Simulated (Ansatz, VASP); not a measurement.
## One calculation of Zn2C3, two programs

```
Zn C
1.0
     2.54186    1.46754    4.62657
    -2.54186    1.46754    4.62657
     0.00000   -2.93509    4.62657
Zn C
4 6
Direct
  0.85218 0.85218 0.85218
  0.64782 0.64782 0.64782
  0.14782 0.14782 0.14782
  0.35218 0.35218 0.35218
  0.05625 0.44375 0.75000
  0.75000 0.05625 0.44375
  0.44375 0.75000 0.05625
  0.94375 0.55625 0.25000
  0.25000 0.94375 0.55625
  0.55625 0.25000 0.94375
```

Alike in both runs: task single point; functional PBE; k mesh 6 × 6 × 6; occupations gaussian, width 0.1 eV; no spin polarisation.

|  | VASP | Ansatz |
| --- | --- | --- |
| version | VASP 6.6.1 | Ansatz 0.2.0 |
| potentials or method | VASP PAW PBE potentials, release 64 (Zn, C_h), cutoff 1300 eV | scalar-relativistic, plane waves, PAW |
| valence electrons in the cell | 72 | 72 |

|  | VASP | Ansatz | Ansatz less VASP |
| --- | --- | --- | --- |
| gap on the k mesh at the Fermi level (eV) | none | none | - |
| pressure (GPa) | 15.3 | 14.2 | -1.11 |
| traceless stress, the component that is largest in VASP (GPa) | -8.15 | -8.07 | +0.080 |
| rms of the force components (eV/Å) | 0.036 | 0.031 | -0.0048 |

Atom by atom the forces differ by 0.005 eV/Å (rms over components). A gap of «none» marks a metal or a gap that the smearing closes. With one functional, cell and mesh, what is left measures potentials, basis and numerics.
